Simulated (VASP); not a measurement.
A run of VASP 6.6.1:

The input INCAR:

```
  PREC = Accurate
  ENCUT = 520
  EDIFF = 1E-6
  ISMEAR = 0
  SIGMA = 0.15
  LREAL = False
  LASPH = True
  NELM = 100
  ALGO = Fast
  ISIF = 2
  LWAVE = False
  LCHARG = False
  GGA = PS
  NBANDS = 13
```

Contents of KPOINTS:

```
regular mesh
0
Gamma
  24 24 24
```

POSCAR

```
Mo
1.0
    2.7423354202      0.0000000000      0.0479908699
   -1.3711677101      2.3749321396     -0.0239954349
    0.0436112438      0.0000000000      2.4920710759
Mo
1
Direct
    0.0000000000      0.0000000000      0.5000000000
```

Potentials or basis: VASP PAW PBE potentials, release 64 (Mo_sv).

Run with:

```console
$ cat potpaw_PBE.64/Mo_sv/POTCAR > POTCAR
$ mpirun -np 1 vasp_std > vasp.out
```

Hardware: 1 thread of Oxide Virtual Turin-like Processor (shared host).

Question: How long does it take, and how much memory?

Answer: It took 13 min on 1 thread of Oxide Virtual Turin-like Processor (shared host), peak memory 0.71 GiB. Counts: scf iterations 12, k points 3614.
